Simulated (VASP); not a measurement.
# Al (I4/mmm) in VASP: further runs

Al is run at these levels: r2SCAN; tasks: single point.

All numbers are computed with VASP 6.6.1; they aren't measurements. Logs are shortened: lines on timing, memory, paths and dates and some standing lists are left out, and cuts for length are marked.

## Step 1: The cell of the first run

Symmetry: I4/mmm, No. 139, tetragonal system. Conventional cell: a = 2.550 Å, b = 2.550 Å, c = 5.100 Å, α = 90.00°, β = 90.00°, γ = 90.00°. Within 3.4 Å of Al (site symmetry 4/mmm) lie 12 Al at 2.55 to 3.12 Å.

## Step 2: Single point, r2SCAN

POSCAR

```
Al
1.0
    0.0000000000      1.8032519626      2.5497982752
    1.8032519626      0.0000000000      2.5497982752
    1.8032519626      1.8032519626      0.0000000000
Al
1
Direct
    0.0000000000      0.0000000000      0.0000000000
```

INCAR.step1

```
SYSTEM = Al
ALGO = Normal
EDIFF = 1E-4
ENCUT = 520
GGA = PE
ISMEAR = 0
LASPH = .TRUE.
LCHARG = .FALSE.
LREAL = .FALSE.
LWAVE = .TRUE.
NBANDS = 8
NELM = 100
PREC = Accurate
SIGMA = 0.15
```

INCAR.step2

```
SYSTEM = Al
ALGO = Normal
EDIFF = 1E-7
ENCUT = 520
ISIF = 2
ISMEAR = 0
ISTART = 1
LASPH = .TRUE.
LCHARG = .FALSE.
LMIXTAU = .TRUE.
LREAL = .FALSE.
LWAVE = .FALSE.
METAGGA = R2SCAN
NBANDS = 8
NELM = 100
PREC = Accurate
SIGMA = 0.15
```

KPOINTS

```
k-points
0
G
  22 22 22
  0 0 0
```

Potentials or basis: VASP PAW PBE potentials, release 64 (Al).

On the command line:

```sh
$ cat potpaw_PBE.64/Al/POTCAR > POTCAR
$ cp INCAR.step1 INCAR
$ mpirun -np 1 vasp_std > vasp.out
$ cp INCAR.step2 INCAR
$ mpirun -np 1 vasp_std > vasp.out
```

OUTCAR:

```text
SYSTEM = Al
   EDIFF = 1E-7
   ENCUT = 520
   ISIF = 2
   ISMEAR = 0
   ISTART = 1
   LASPH = .TRUE.
   LREAL = .FALSE.
   METAGGA = R2SCAN
   NELM = 100
   PREC = Accurate

 ion  position               nearest neighbor table
   1  0.000  0.000  0.000-

  LATTYP: Found a body centered tetragonal cell.
 ALAT       =     2.5501833819
 C/A-ratio  =     1.9996979773

  Lattice vectors:

 A1 = (  -1.8032519626,   0.0000000000,   2.5497982752)
 A2 = (   1.8032519626,   0.0000000000,   2.5497982752)
 A3 = (   0.0000000000,   1.8032519626,  -2.5497982752)

Analysis of symmetry for initial positions (statically):
=====================================================================
 Subroutine PRICEL returns:
 Original cell was already a primitive cell.

 Routine SETGRP: Setting up the symmetry group for a
 body centered tetragonal supercell.

 Subroutine GETGRP returns: Found 16 space group operations
 (whereof 16 operations were pure point group operations)
 out of a pool of 16 trial point group operations.

The static configuration has the point symmetry D_4h.

Analysis of symmetry for dynamics (positions and initial velocities):
=====================================================================
 Subroutine PRICEL returns:
 Original cell was already a primitive cell.

 Routine SETGRP: Setting up the symmetry group for a
 body centered tetragonal supercell.

 Subroutine GETGRP returns: Found 16 space group operations
 (whereof 16 operations were pure point group operations)
 out of a pool of 16 trial point group operations.

The dynamic configuration has the point symmetry D_4h.

 Subroutine INISYM returns: Found 16 space group operations
 (whereof 16 operations are pure point group operations),
 and found     1 'primitive' translations

----------------------------------------------------------------------------------------

                                     Primitive cell

  volume of cell :      16.5824

  direct lattice vectors                    reciprocal lattice vectors
     0.000000000  1.803251963  2.549798275    -0.277276837  0.277276837  0.196093944
     1.803251963  0.000000000  2.549798275     0.277276837 -0.277276837  0.196093944
     1.803251963  1.803251963  0.000000000     0.277276837  0.277276837 -0.196093944

  length of vectors
     3.123009588  3.123009588  2.550183382     0.438426417  0.438426417  0.438426417

  position of ions in fractional coordinates (direct lattice)
     0.000000000  0.000000000  0.000000000

  ion indices of the primitive-cell ions
   primitive index   ion index
                 1           1

----------------------------------------------------------------------------------------

 KPOINTS: k-points

Automatic generation of k-mesh.
 Grid dimensions read from file:
 generate k-points for:   22   22   22

 Generating k-lattice:

  Cartesian coordinates                     Fractional coordinates (reciprocal lattice)
    -0.012603493  0.012603493  0.008913361     0.045454545  0.000000000  0.000000000
     0.012603493 -0.012603493  0.008913361     0.000000000  0.045454545  0.000000000
     0.012603493  0.012603493 -0.008913361     0.000000000  0.000000000  0.045454545

  Length of vectors
     0.019928474  0.019928474  0.019928474

  Shift w.r.t. Gamma in fractional coordinates (k-lattice)
     0.000000000  0.000000000  0.000000000

 Subroutine IBZKPT returns following result:
 ===========================================

 Found    834 irreducible k-points:

 Following reciprocal coordinates:
            Coordinates               Weight
  0.000000  0.000000  0.000000      1.000000
  0.045455  0.000000  0.000000      8.000000
  0.090909  0.000000  0.000000      8.000000
  0.136364 -0.000000  0.000000      8.000000
  0.181818 -0.000000  0.000000      8.000000
  0.227273 -0.000000  0.000000      8.000000
[... 16 lines left out ...]
  0.500000  0.045455  0.000000      8.000000
 -0.454545  0.045455  0.000000      8.000000
 [... further k-points ...]
   k-points           NKPTS =    834   k-points in BZ     NKDIM =    834   number of bands    NBANDS=      8
   number of dos      NEDOS =    301   number of ions     NIONS =      1
   total plane-waves  NPLWV =  11520
   dimension x,y,z NGX =    24 NGY =   24 NGZ =   20
   dimension x,y,z NGXF=    48 NGYF=   48 NGZF=   40
   ions per type =               1
   NGX,Y,Z   is equivalent  to a cutoff of  12.78, 12.78, 13.04 a.u.
   NGXF,Y,Z  is equivalent  to a cutoff of  25.55, 25.55, 26.08 a.u.
 SYSTEM =  Al
   PREC   = accura    normal or accurate (medium, high low for compatibility)
   ISTART =      1    job   : 0-new  1-cont  2-samecut
   ICHARG =      0    charge: 1-file 2-atom 10-const
   ISPIN  =      1    spin polarized calculation?
   LNONCOLLINEAR =      F non collinear calculations
   LSORBIT =      F    spin-orbit coupling
   LASPH  =      T    aspherical Exc in radial PAW
   ENCUT  =  520.0 eV  38.22 Ry    6.18 a.u.   5.81  5.81  4.74*2*pi/ulx,y,z
   NELM   =    100;   NELMIN=  2; NELMDL=  0     # of ELM steps
   EDIFF  = 0.1E-06   stopping-criterion for ELM
   LREAL  =      F    real-space projection
   EDIFFG = 0.1E-05   stopping-criterion for IOM
   NSW    =      0    number of steps for IOM
   IBRION =     -1    ionic relax: 0-MD 1-quasi-New 2-CG
   NFREE  =      0    steps in history (QN), initial steepest desc. (CG)
   ISIF   =      2    stress and relaxation
   ISYM   =      2    0-nonsym 1-usesym 2-fastsym
   POTIM  = 0.5000    time-step for ionic-motion
   TEBEG  =    0.0;   TEEND  =   0.0 temperature during run
   PSTRESS=    0.0 pullay stress
   NELECT =       3.0000    total number of electrons
   NUPDOWN=      -1.0000    fix difference up-down
   EMIN   =  10.00;   EMAX   =-10.00  energy-range for DOS
   EFERMI =   0.00;   METHOD = LEGACY
   ISMEAR =     0;   SIGMA  =   0.15  broadening in eV -4-tet -1-fermi 0-gaus
   EFERMI_NEDOS =   21; number of points for ismear=-14 and -15
   IALGO  =     38    algorithm
   IMIX   =      4    mixing-type and parameters
     AMIX     =   0.40;   BMIX     =  1.00
     AMIX_MAG =   1.60;   BMIX_MAG =  1.00
  volume/ion in A,a.u.               =      16.58       111.90
  Fermi-wavevector in a.u.,A,eV,Ry     =   0.925903  1.749704 11.664236  0.857297
  Thomas-Fermi vector in A             =   2.051808
   LORBIT       =      0    0 simple, 1 ext, 2 COOP (PROOUT), +10 PAW based schemes
   METAGGA = R2SCAN    functional components
   LHFCALC =     F    Hartree Fock is set to
   AEXX    =    0.0000 exact exchange contribution
   IVDW    =     0    specifies the selected vdW correction
   LEPSILON=     F    determine dielectric tensor
   LRPA    =     F    only Hartree local field effects (RPA)
 non-spin polarized calculation
 Gauss-broadening in eV      SIGMA  =   0.15
  energy-cutoff  :      520.00
  volume of cell :       16.58
 maximum number of plane-waves:       482
   NGX = 11   NGY = 11   NGZ =  9

 number of electron       3.0000000 magnetization

 Free energy of the ion-electron system (eV)
  ---------------------------------------------------
  ext. energy  EPLUGINS =         0.00000000
  ---------------------------------------------------
  free energy    TOTEN  =        -6.39449980 eV

  energy without entropy =       -6.39006719  energy(sigma->0) =       -6.39228349

 E-fermi :   7.7981     XC(G=0): -10.8879

 val. band max:        7.7874258180   @ k =   0.5000   0.0909   0.2273
 cond. band min:       7.7985280277   @ k =  -0.3182   0.1364   0.4545
 fundamental gap:      0.0111022098
 Fermi energy:         7.7980903079

 k-point     1 :       0.0000    0.0000    0.0000
  band No.  band energies     occupation
      1      -3.8881      2.00000
      2      18.6476      0.00000
      3      18.7442      0.00000
      4      19.6560      0.00000
      5      23.7466      0.00000
      6      23.7466      0.00000
      7      24.2855      0.00000
      8      24.2855      0.00000

 k-point     2 :       0.0455    0.0000    0.0000
  band No.  band energies     occupation
      1      -3.8255      2.00000
      2      17.8245      0.00000
      3      19.2433      0.00000
      4      19.6223      0.00000
      5      23.1626      0.00000
      6      23.5352      0.00000
      7      24.1482      0.00000
      8      24.5984      0.00000

 k-point     3 :       0.0909    0.0000    0.0000
  band No.  band energies     occupation
      1      -3.6380      2.00000
      2      17.0236      0.00000
      3      18.1908      0.00000
      4      20.4285      0.00000
      5      21.8572      0.00000
      6      23.2638      0.00000
      7      24.6738      0.00000
      8      25.1738      0.00000

 k-point     4 :       0.1364   -0.0000    0.0000
  band No.  band energies     occupation
      1      -3.3260      2.00000
      2      16.2327      0.00000
      3      16.7823      0.00000
      4      20.0669      0.00000
      5      21.8907      0.00000
      6      23.0718      0.00000
      7      25.3255      0.00000
      8      25.8709      0.00000

 k-point     5 :       0.1818   -0.0000    0.0000
  band No.  band energies     occupation
      1      -2.8905      2.00000
      2      14.8349      0.00000
      3      15.8567      0.00000
      4      19.0763      0.00000
      5      22.6983      0.00000
      6      22.9746      0.00000
      7      26.0537      0.00000
      8      26.6713      0.00000
[... 177 lines left out ...]
 k-point    22 :       0.4545    0.0455    0.0000
  band No.  band energies     occupation
      1       1.5622      2.00000
      2       5.8021      2.00000
      3      12.9905      0.00000
      4      16.9094      0.00000
      5      23.4745      0.00000
      6      25.3934      0.00000
      7      27.2051      0.00000
      8      29.2977      0.00000

 k-point    23 :       0.5000    0.0455    0.0000
  band No.  band energies     occupation
      1       2.7048      2.00000
      2       4.4282      2.00000
      3      13.1013      0.00000
      4      16.5808      0.00000
      5      23.9838      0.00000
      6      25.8988      0.00000
      7      26.4745      0.00000
      8      28.6566      0.00000

 k-point    24 :      -0.4545    0.0455    0.0000
  band No.  band energies     occupation
      1       2.9166      2.00000
      2       4.1980      2.00000
      3      13.3219      0.00000
      4      16.3569      0.00000
      5      24.5061      0.00000
      6      25.9339      0.00000
      7      26.2713      0.00000
      8      28.1843      0.00000

 [... further k-points ...]

------------------------ aborting loop because EDIFF is reached ----------------------------------------

  FORCE on cell =-STRESS in cart. coord.  units (eV):
  Direction    XX          YY          ZZ          XY          YZ          ZX
  --------------------------------------------------------------------------------------
  -------------------------------------------------------------------------------------
  Total        1.7430898      1.7430898     -1.5434231      0.0000000     -0.0000000      0.0000000
  in kB      168.4153604    168.4153604   -149.1237881      0.0000000     -0.0000000      0.0000000
  external PRESSURE =      62.5689775 kB  Pullay stress =       0.0000000 kB

 VOLUME and BASIS-vectors are now :
 -----------------------------------------------------------------------------
  energy-cutoff  :      520.00
  volume of cell :       16.58
      direct lattice vectors                 reciprocal lattice vectors
     0.000000000  1.803251963  2.549798275    -0.277276837  0.277276837  0.196093944
     1.803251963  0.000000000  2.549798275     0.277276837 -0.277276837  0.196093944
     1.803251963  1.803251963  0.000000000     0.277276837  0.277276837 -0.196093944

 POSITION                                       TOTAL-FORCE (eV/Angst)
 -----------------------------------------------------------------------------------
      0.00000      0.00000      0.00000         0.000000      0.000000      0.000000
 -----------------------------------------------------------------------------------
    total drift:                                0.000000      0.000000     -0.000000

  FREE ENERGIE OF THE ION-ELECTRON SYSTEM (eV)
  ---------------------------------------------------
  free  energy   TOTEN  =        -6.3944997983 eV

  energy  without entropy=       -6.3900671868  energy(sigma->0) =       -6.39228349
```

Run time: 2.2 min. Hardware: 1 thread of Intel Xeon Platinum 8559C (Emerald Rapids), shared host; peak memory 0.21 GiB.

What came out:

```
Free energy            : -6.3945 eV
Pressure               : 6.3 GPa
Band gap on the k mesh : zero (an odd number of electrons rules out a gap without spin polarisation)
```

Stress tensor (GPa, compression positive):
```
 16.84   0.00   0.00
  0.00  16.84   0.00
  0.00   0.00 -14.91
```

Caveat: the stress differs along the axes, from -15 to 17 GPa; the PAW data sets were made with another functional, which shifts forces and pressure a little.

(Part 1 of 2 ends here.)
